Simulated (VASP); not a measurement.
# Co (P6_3/mmc) in VASP: settings compared

Aim: see how the results for Co move with the level of theory and the settings. Levels: PBEsol, PBE. Tasks: electric field gradients.

Program: VASP 6.6.1. These are calculated values, not measurements. Logs are shortened: lines on timing, memory, paths and dates and some standing lists are left out, and cuts for length are marked.

## Step 1: The cell of the first run

Symmetry: P6_3/mmc, No. 194, hexagonal system. Conventional cell: a = 2.519 Å, b = 2.519 Å, c = 4.091 Å, α = 90.00°, β = 90.00°, γ = 120.00°. Within 3.3 Å of Co (site symmetry -6m2) lie 12 Co at 2.51 to 2.52 Å.

## Step 2: Electric field gradients, PBEsol, collinear spin, ferromagnetic start

The input, INCAR:

```
ALGO = Normal
EDIFF = 1E-8
ENCUT = 520
GGA = PS
ISIF = 2
ISMEAR = -1
ISPIN = 2
LASPH = True
LCHARG = False
LEFG = True
LMAXMIX = 4
LORBIT = 11
LREAL = False
LWAVE = False
MAGMOM = 2 2
NBANDS = 20
NELM = 150
PREC = Accurate
SIGMA = 0.05
```

The input, KPOINTS:

```
k-points
0
Gamma
  19 19 10
```

The input, POSCAR:

```
Co
1.0
    2.5190008694      0.0000000000      0.0000000000
   -1.2595004347      2.1815187451      0.0000000000
    0.0000000000      0.0000000000      4.0910000000
Co
2
Direct
    0.3333333333      0.6666666667      0.2500000000
    0.6666666667      0.3333333333      0.7500000000
```

Potentials or basis: VASP PAW PBE potentials, release 64 (Co).

Run with:

```sh
$ cat potpaw_PBE.64/Co/POTCAR > POTCAR
$ mpirun -np 1 vasp_std > vasp.out
```

OUTCAR:

```text
EDIFF = 1E-8
   ENCUT = 520
   GGA = PS
   ISIF = 2
   ISMEAR = -1
   ISPIN = 2
   LASPH = True
   LORBIT = 11
   LREAL = False
   NELM = 150
   PREC = Accurate

 ion  position               nearest neighbor table
   1  0.333  0.667  0.250-   2 2.51   2 2.51   2 2.51   2 2.51   2 2.51   2 2.51
   2  0.667  0.333  0.750-   1 2.51   1 2.51   1 2.51   1 2.51   1 2.51   1 2.51

  LATTYP: Found a hexagonal cell.
 ALAT       =     2.5190008694
 C/A-ratio  =     1.6240566050

  Lattice vectors:

 A1 = (   2.5190008694,   0.0000000000,   0.0000000000)
 A2 = (  -1.2595004347,   2.1815187451,   0.0000000000)
 A3 = (   0.0000000000,   0.0000000000,   4.0910000000)

Analysis of symmetry for initial positions (statically):
=====================================================================
 Subroutine PRICEL returns:
 Original cell was already a primitive cell.

 Routine SETGRP: Setting up the symmetry group for a
 hexagonal supercell.

 Subroutine GETGRP returns: Found 24 space group operations
 (whereof 12 operations were pure point group operations)
 out of a pool of 24 trial point group operations.

The static configuration has the point symmetry D_3d.
 The point group associated with its full space group is D_6h.

Analysis of symmetry for dynamics (positions and initial velocities):
=====================================================================
 Subroutine PRICEL returns:
 Original cell was already a primitive cell.

 Routine SETGRP: Setting up the symmetry group for a
 hexagonal supercell.

 Subroutine GETGRP returns: Found 24 space group operations
 (whereof 12 operations were pure point group operations)
 out of a pool of 24 trial point group operations.

The dynamic configuration has the point symmetry D_3d.
 The point group associated with its full space group is D_6h.

Analysis of structural, dynamic, and magnetic symmetry:
=====================================================================
 Subroutine PRICEL returns:
 Original cell was already a primitive cell.

 Routine SETGRP: Setting up the symmetry group for a
 hexagonal supercell.

 Subroutine GETGRP returns: Found 24 space group operations
[... 710 lines left out ...]
     19      32.2106      0.00000
     20      33.8575      0.00000

 [... further k-points ...]

 spin component 2

 k-point     1 :       0.0000    0.0000    0.0000
  band No.  band energies     occupation
      1       0.8669      1.00000
      2       5.5539      1.00000
      3       8.6409      1.00000
      4       8.6954      1.00000
      5       8.6954      1.00000
      6       9.0372      0.99998
[... 541 lines left out ...]
     19      32.5659      0.00000
     20      34.2381      0.00000

 [... further k-points ...]

------------------------ aborting loop because EDIFF is reached ----------------------------------------

  FORCE on cell =-STRESS in cart. coord.  units (eV):
  Direction    XX          YY          ZZ          XY          YZ          ZX
  --------------------------------------------------------------------------------------
  -------------------------------------------------------------------------------------
  Total       -2.2623983     -2.2623983     -2.4703242      0.0000000      0.0000000      0.0000000
  in kB     -161.2363316   -161.2363316   -176.0547654      0.0000000      0.0000000      0.0000000
  external PRESSURE =    -166.1758095 kB  Pullay stress =       0.0000000 kB

 VOLUME and BASIS-vectors are now :
 -----------------------------------------------------------------------------
  energy-cutoff  :      520.00
  volume of cell :       22.48
      direct lattice vectors                 reciprocal lattice vectors
     2.519000869  0.000000000  0.000000000     0.396982793  0.229198122  0.000000000
    -1.259500435  2.181518745  0.000000000     0.000000000  0.458396244  0.000000000
     0.000000000  0.000000000  4.091000000     0.000000000  0.000000000  0.244439012

 POSITION                                       TOTAL-FORCE (eV/Angst)
 -----------------------------------------------------------------------------------
     -0.00000      1.45435      1.02275         0.000000     -0.000000      0.000000
      1.25950      0.72717      3.06825        -0.000000      0.000000      0.000000
 -----------------------------------------------------------------------------------
    total drift:                               -0.000000      0.000000     -0.000000

  FREE ENERGIE OF THE ION-ELECTRON SYSTEM (eV)
  ---------------------------------------------------
  free  energy   TOTEN  =       -15.3767137041 eV

  energy  without entropy=      -15.3612190739  energy(sigma->0) =      -15.36896639

 Electric field gradients (V/A^2)
---------------------------------------------------------------------
 ion       V_xx      V_yy      V_zz      V_xy      V_xz      V_yz
---------------------------------------------------------------------
   1       0.981     0.981    -1.962    -0.000     0.000    -0.000
   2       0.981     0.981    -1.962    -0.000    -0.000     0.000
---------------------------------------------------------------------

 Electric field gradients after diagonalization (V/A^2)
 (convention: |V_zz| > |V_xx| > |V_yy|)
----------------------------------------------------------------------
 ion       V_xx      V_yy      V_zz     asymmetry (V_yy - V_xx)/ V_zz
----------------------------------------------------------------------
   1       0.981     0.981    -1.962       0.000
   2       0.981     0.981    -1.962       0.000
----------------------------------------------------------------------

           NMR quadrupolar parameters

 Cq : quadrupolar parameter    Cq=e*Q*V_zz/h
 eta: asymmetry parameters     (V_yy - V_xx)/ V_zz
 Q  : nuclear electric quadrupole moment in mb (millibarn)
----------------------------------------------------------------------
 ion       Cq(MHz)       eta       Q (mb)
----------------------------------------------------------------------
   1      -0.005       0.000       1.000
   2      -0.005       0.000       1.000
----------------------------------------------------------------------

 total charge

# of ion       s       p       d       tot
------------------------------------------
    1        0.475   0.495   7.234   8.204
    2        0.475   0.495   7.234   8.204
--------------------------------------------------
tot          0.949   0.989  14.469  16.407

 magnetization (x)

# of ion       s       p       d       tot
------------------------------------------
    1       -0.014  -0.051   1.721   1.656
    2       -0.014  -0.051   1.721   1.656
--------------------------------------------------
tot         -0.029  -0.101   3.441   3.312
```

Run time: 6.5 min. Hardware: 1 thread of AMD EPYC, shared host; peak memory 0.22 GiB.

What came out:

```yaml
Free_energy: -15.3767 eV
Pressure: -16.6 GPa
Net_moment: 3.27 μB per cell
Site_moments: Co +1.66 μB
Largest_electric_field_gradient_by_atom: Co -2.0 V/Å²
Valence_electrons_inside_the_program's_atomic_spheres: Co 8.20
```

Electric field gradients, principal values (V/Å²):
```
atom  least  middle  greatest (by size)
1 Co  0.981   0.981              -1.962
2 Co  0.981   0.981              -1.962
```

Caveat: the cell stands under tension; without QUAD_EFG the Cq values of the log hold for a quadrupole moment of 1 mb, not for the nuclei; the PAW data sets were made with another functional, which shifts forces and pressure a little.

## Step 3: Electric field gradients, PBE, collinear spin, ferromagnetic start (11.35 Å³/atom)

This run uses another cell than the first one, of 11.35 Å³/atom.

The input, INCAR:

```
SYSTEM = Co
  PREC = Accurate
  ENCUT = 520
  EDIFF = 1E-8
  ISMEAR = -1
  SIGMA = 0.05
  LREAL = .FALSE.
  LASPH = .TRUE.
  NELM = 150
  ALGO = Normal
  ISIF = 2
  LWAVE = .FALSE.
  LCHARG = .FALSE.
  ISPIN = 2
  MAGMOM = 2 2
  LORBIT = 11
  LMAXMIX = 4
  GGA = PE
  LEFG = .TRUE.
  NBANDS = 20
```

The input, KPOINTS:

```
regular mesh
0
G
  19 19 10
  0 0 0
```

The input, POSCAR:

```
Co
1.0
    2.5273697045      0.0000000000      0.0000000000
   -1.2636848523      2.1887663689      0.0000000000
    0.0000000000      0.0000000000      4.1045914620
Co
2
Direct
    0.3333333333      0.6666666667      0.2500000000
    0.6666666667      0.3333333333      0.7500000000
```

Potentials or basis: VASP PAW PBE potentials, release 64 (Co).

Run with:

```sh
$ cat potpaw_PBE.64/Co/POTCAR > POTCAR
$ mpirun -np 1 vasp_std > vasp.out
```

OUTCAR:

```text
SYSTEM = Co
   PREC = Accurate
   ENCUT = 520
   EDIFF = 1E-8
   ISMEAR = -1
   LREAL = .FALSE.
   LASPH = .TRUE.
   NELM = 150
   ISIF = 2
   ISPIN = 2
   LORBIT = 11
   GGA = PE

 ion  position               nearest neighbor table
   1  0.333  0.667  0.250-   2 2.52   2 2.52   2 2.52   2 2.52   2 2.52   2 2.52
   2  0.667  0.333  0.750-   1 2.52   1 2.52   1 2.52   1 2.52   1 2.52   1 2.52

  LATTYP: Found a hexagonal cell.
 ALAT       =     2.5273697045
 C/A-ratio  =     1.6240566051

  Lattice vectors:

 A1 = (   2.5273697045,   0.0000000000,   0.0000000000)
 A2 = (  -1.2636848523,   2.1887663689,   0.0000000000)
 A3 = (   0.0000000000,   0.0000000000,   4.1045914620)

[... 1350 lines left out ...]
 Electric field gradients after diagonalization (V/A^2)
 (convention: |V_zz| > |V_xx| > |V_yy|)
----------------------------------------------------------------------
 ion       V_xx      V_yy      V_zz     asymmetry (V_yy - V_xx)/ V_zz
----------------------------------------------------------------------
   1       0.914     0.914    -1.828       0.000
   2       0.914     0.914    -1.828       0.000
----------------------------------------------------------------------

           NMR quadrupolar parameters

 Cq : quadrupolar parameter    Cq=e*Q*V_zz/h
 eta: asymmetry parameters     (V_yy - V_xx)/ V_zz
 Q  : nuclear electric quadrupole moment in mb (millibarn)
----------------------------------------------------------------------
 ion       Cq(MHz)       eta       Q (mb)
----------------------------------------------------------------------
   1      -0.004       0.000       1.000
   2      -0.004       0.000       1.000
----------------------------------------------------------------------

 total charge

# of ion       s       p       d       tot
------------------------------------------
    1        0.470   0.483   7.234   8.188
    2        0.470   0.483   7.234   8.188
--------------------------------------------------
tot          0.941   0.967  14.469  16.376

 magnetization (x)

# of ion       s       p       d       tot
------------------------------------------
    1       -0.014  -0.054   1.740   1.672
    2       -0.014  -0.054   1.740   1.672
--------------------------------------------------
tot         -0.029  -0.107   3.479   3.344
```

OSZICAR:

```text
N       E                     dE             d eps       ncg     rms          rms(c)
DAV:   1     0.853678209191E+02    0.85368E+02   -0.82851E+03 20140   0.122E+03
DAV:   2    -0.115832457316E+02   -0.96951E+02   -0.87199E+02 19432   0.215E+02
DAV:   3    -0.160832548946E+02   -0.45000E+01   -0.43034E+01 21856   0.563E+01
DAV:   4    -0.161508856871E+02   -0.67631E-01   -0.67582E-01 23580   0.604E+00
DAV:   5    -0.161528860349E+02   -0.20003E-02   -0.20002E-02 22312   0.994E-01    0.143E+01
DAV:   6    -0.145523542389E+02    0.16005E+01   -0.81653E+00 21760   0.574E+01    0.745E+00
DAV:   7    -0.140781556741E+02    0.47420E+00   -0.13427E+00 22056   0.215E+01    0.373E+00
DAV:   8    -0.140613682564E+02    0.16787E-01   -0.16608E-02 24884   0.119E+00    0.163E+00
DAV:   9    -0.140470946533E+02    0.14274E-01   -0.34206E-03 30220   0.101E+00    0.451E-01
DAV:  10    -0.140465810685E+02    0.51358E-03   -0.54301E-04 24996   0.278E-01    0.144E-01
DAV:  11    -0.140465007475E+02    0.80321E-04   -0.99019E-05 28468   0.151E-01    0.311E-02
DAV:  12    -0.140464994812E+02    0.12663E-05   -0.99962E-06 20556   0.307E-02    0.175E-02
DAV:  13    -0.140464987981E+02    0.68313E-06   -0.19373E-06 28284   0.149E-02    0.759E-03
DAV:  14    -0.140464986816E+02    0.11647E-06   -0.33117E-07 20996   0.446E-03    0.251E-03
DAV:  15    -0.140464983596E+02    0.32201E-06   -0.11578E-08 18536   0.153E-03    0.874E-04
DAV:  16    -0.140464983661E+02   -0.64817E-08   -0.34642E-09 10392   0.653E-04
   1 F= -.14046498E+02 E0= -.14038734E+02  d E =-.155297E-01  mag=     3.2853
```

It took 90 s on 1 thread of Intel Xeon 6975P-C (Granite Rapids), shared host; peak memory 0.26 GiB.

Results:

| Property | Result |
| --- | --- |
| Free energy | -14.0465 eV |
| Pressure | -8.9 GPa |
| Net moment | 3.29 μB per cell |
| Site moments | Co +1.67 μB |
| Largest electric field gradient by atom | Co -1.8 V/Å² |
| Valence electrons inside the program's atomic spheres | Co 8.19 |

Stress tensor (GPa, compression positive):
```
-8.47  0.00  0.00
 0.00 -8.47  0.00
 0.00  0.00 -9.78
```

Electric field gradients, principal values (V/Å²):
| atom | least | middle | greatest (by size) |
| --- | --- | --- | --- |
| 1 Co | 0.914 | 0.914 | -1.828 |
| 2 Co | 0.914 | 0.914 | -1.828 |

Caveat: the cell stands under tension; without QUAD_EFG the Cq values of the log hold for a quadrupole moment of 1 mb, not for the nuclei.

## Step 4: Electric field gradients, PBE, collinear spin, ferromagnetic start (11.47 Å³/atom)

This run uses another cell than the first one, of 11.47 Å³/atom.

The input, INCAR:

```
ALGO = Normal ; EDIFF = 1E-8
ENCUT = 520 ; GGA = PE
ISIF = 2 ; ISMEAR = -1
ISPIN = 2 ; LASPH = True
LCHARG = False ; LEFG = True
LMAXMIX = 4 ; LORBIT = 11
LREAL = False ; LWAVE = False
MAGMOM = 2 2 ; NBANDS = 20
NELM = 150 ; PREC = Accurate
SIGMA = 0.05
```

The input, KPOINTS:

```
k-points
0
Gamma
  19 19 10
```

The input, POSCAR:

```
Co
1.0
    2.5356834805      0.0000000000      0.0000000000
   -1.2678417403      2.1959663102      0.0000000000
    0.0000000000      0.0000000000      4.1180935048
Co
2
Direct
    0.3333333333      0.6666666667      0.2500000000
    0.6666666667      0.3333333333      0.7500000000
```

Potentials or basis: VASP PAW PBE potentials, release 64 (Co).

Run with:

```sh
$ cat potpaw_PBE.64/Co/POTCAR > POTCAR
$ mpirun -np 1 vasp_std > vasp.out
```

OUTCAR:

```text
EDIFF = 1E-8
   ENCUT = 520
   GGA = PE
   ISIF = 2
   ISMEAR = -1
   ISPIN = 2
   LASPH = True
   LORBIT = 11
   LREAL = False
   NELM = 150
   PREC = Accurate

 ion  position               nearest neighbor table
   1  0.333  0.667  0.250-   2 2.53   2 2.53   2 2.53   2 2.53   2 2.53   2 2.53
   2  0.667  0.333  0.750-   1 2.53   1 2.53   1 2.53   1 2.53   1 2.53   1 2.53

  LATTYP: Found a hexagonal cell.
 ALAT       =     2.5356834805
 C/A-ratio  =     1.6240566050

  Lattice vectors:

 A1 = (   2.5356834805,   0.0000000000,   0.0000000000)
 A2 = (  -1.2678417403,   2.1959663102,   0.0000000000)
 A3 = (   0.0000000000,   0.0000000000,   4.1180935048)

[... 1349 lines left out ...]

 Electric field gradients after diagonalization (V/A^2)
 (convention: |V_zz| > |V_xx| > |V_yy|)
----------------------------------------------------------------------
 ion       V_xx      V_yy      V_zz     asymmetry (V_yy - V_xx)/ V_zz
----------------------------------------------------------------------
   1       0.931     0.930    -1.861       0.001
   2       0.931     0.930    -1.861       0.001
----------------------------------------------------------------------

           NMR quadrupolar parameters

 Cq : quadrupolar parameter    Cq=e*Q*V_zz/h
 eta: asymmetry parameters     (V_yy - V_xx)/ V_zz
 Q  : nuclear electric quadrupole moment in mb (millibarn)
----------------------------------------------------------------------
 ion       Cq(MHz)       eta       Q (mb)
----------------------------------------------------------------------
   1      -0.005       0.001       1.000
   2      -0.005       0.001       1.000
----------------------------------------------------------------------

 total charge

# of ion       s       p       d       tot
------------------------------------------
    1        0.466   0.475   7.229   8.170
    2        0.466   0.475   7.229   8.170
--------------------------------------------------
tot          0.933   0.951  14.457  16.341

 magnetization (x)

# of ion       s       p       d       tot
------------------------------------------
    1       -0.014  -0.053   1.749   1.681
    2       -0.014  -0.053   1.749   1.681
--------------------------------------------------
tot         -0.028  -0.107   3.497   3.362
```

OSZICAR:

```text
N       E                     dE             d eps       ncg     rms          rms(c)
DAV:   1     0.856336787527E+02    0.85634E+02   -0.82385E+03 20128   0.122E+03
DAV:   2    -0.115665471727E+02   -0.97200E+02   -0.87456E+02 19516   0.215E+02
DAV:   3    -0.160751270806E+02   -0.45086E+01   -0.43131E+01 21856   0.562E+01
DAV:   4    -0.161430352467E+02   -0.67908E-01   -0.67858E-01 23508   0.609E+00
DAV:   5    -0.161450054544E+02   -0.19702E-02   -0.19701E-02 22308   0.979E-01    0.142E+01
DAV:   6    -0.145568550805E+02    0.15882E+01   -0.83213E+00 21624   0.577E+01    0.759E+00
DAV:   7    -0.140636998131E+02    0.49316E+00   -0.13834E+00 21952   0.217E+01    0.372E+00
DAV:   8    -0.140476662563E+02    0.16034E-01   -0.16885E-02 24872   0.118E+00    0.161E+00
DAV:   9    -0.140334827640E+02    0.14183E-01   -0.34779E-03 30064   0.101E+00    0.451E-01
DAV:  10    -0.140329520106E+02    0.53075E-03   -0.54292E-04 25012   0.278E-01    0.147E-01
DAV:  11    -0.140328641627E+02    0.87848E-04   -0.10592E-04 28340   0.155E-01    0.320E-02
DAV:  12    -0.140328628039E+02    0.13587E-05   -0.10456E-05 20604   0.315E-02    0.178E-02
DAV:  13    -0.140328621842E+02    0.61968E-06   -0.20014E-06 28100   0.150E-02    0.784E-03
DAV:  14    -0.140328620477E+02    0.13653E-06   -0.33576E-07 21144   0.446E-03    0.252E-03
DAV:  15    -0.140328617420E+02    0.30570E-06   -0.12609E-08 18776   0.154E-03    0.861E-04
DAV:  16    -0.140328617463E+02   -0.42553E-08   -0.33533E-09 10372   0.620E-04
   1 F= -.14032862E+02 E0= -.14025011E+02  d E =-.157005E-01  mag=     3.3000
```

Run time: 90 s. Hardware: 1 thread of Intel Xeon 6975P-C (Granite Rapids), shared host; peak memory 0.26 GiB.

What came out:

```yaml
Free_energy: -14.0329 eV
Pressure: -10.5 GPa
Net_moment: 3.30 μB per cell
Site_moments: Co +1.68 μB
Largest_electric_field_gradient_by_atom: Co -1.9 V/Å²
Valence_electrons_inside_the_program's_atomic_spheres: Co 8.17
```

Electric field gradients, principal values (V/Å²):
```
atom  least  middle  greatest (by size)
1 Co  0.930   0.931              -1.861
2 Co  0.930   0.931              -1.861
```

Caveat: the cell stands under tension; without QUAD_EFG the Cq values of the log hold for a quadrupole moment of 1 mb, not for the nuclei.

[end of part 1 of 2]
